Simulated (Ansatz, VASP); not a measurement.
**Two plane-wave programs on HfSi3**

INCAR

```
SYSTEM = HfSi3
PREC     = Accurate       ! precision mode
ENCUT    = 520            ! plane-wave cutoff, eV
EDIFF    = 1E-6           ! SCF threshold, eV
ISMEAR   = 0              ! smearing method
SIGMA    = 0.05           ! smearing width, eV
LREAL    = .FALSE.        ! projectors in reciprocal space
LASPH    = .TRUE.         ! aspherical terms in the spheres
NELM     = 80             ! most SCF steps
ALGO     = Normal         ! electronic algorithm
ISIF     = 2              ! what is computed and relaxed
LWAVE    = .FALSE.        ! write WAVECAR
LCHARG   = .FALSE.        ! write CHGCAR
GGA      = PE             ! functional
NBANDS   = 19             ! bands
```

The input KPOINTS:

```
regular mesh
0
G
  8 8 8
  0 0 0
```

The input POSCAR:

```
HfSi3
1.0
    4.0641402093      0.0000000000      0.0000000000
    0.0000000000      4.0641402093      0.0000000000
    0.0000000000      0.0000000000      4.0641402093
Hf Si
1 3
Direct
    0.0000000000      0.0000000000      0.0000000000
    0.0000000000      0.5000000000      0.5000000000
    0.5000000000      0.5000000000      0.0000000000
    0.5000000000      0.0000000000      0.5000000000
```

Input for Ansatz:

```yaml
crystal:
  lattice:
    - [4.0641402093, 0.0, 0.0]
    - [0.0, 4.0641402093, 0.0]
    - [0.0, 0.0, 4.0641402093]
  atoms:
    - { symbol: Hf, position: [0.0, 0.0, 0.0] }
    - { symbol: Si, position: [0.0, 0.5, 0.5] }
    - { symbol: Si, position: [0.5, 0.5, 0.0] }
    - { symbol: Si, position: [0.5, 0.0, 0.5] }
basis:
  ecutwfc: 420
  ecutrho_ratio: 4
kpoints:
  mp_grid: { grid: [8, 8, 8] }
hamiltonian:
  xc: pbe
scf:
  occupations: { method: gaussian, width: 0.05 }
output:
  forces: true
  stress: true
  eigenvalues: true
```

Alike in both runs: task single point; functional PBE; k mesh 8 × 8 × 8; occupations gaussian, width 0.05 eV; no spin polarisation.

|  | VASP | Ansatz |
| --- | --- | --- |
| version | VASP 6.6.1 | Ansatz 0.2.0 |
| potentials or method | VASP PAW PBE potentials, release 64 (Hf_pv, Si), cutoff 520 eV | scalar-relativistic, plane waves, PAW |
| valence electrons in the cell | 22 | 38 |

```csv
,VASP,Ansatz,Ansatz less VASP
gap on the k mesh at the Fermi level (eV),none,none,-
pressure (GPa),-6.8,-6.5,+0.29
```

A gap of «none» marks a metal or a gap that the smearing closes. VASP's potentials hold 22 valence electrons a cell and Ansatz's 38, so a difference there can come from the potentials and not from the codes.

Spin-orbit coupling is off throughout.
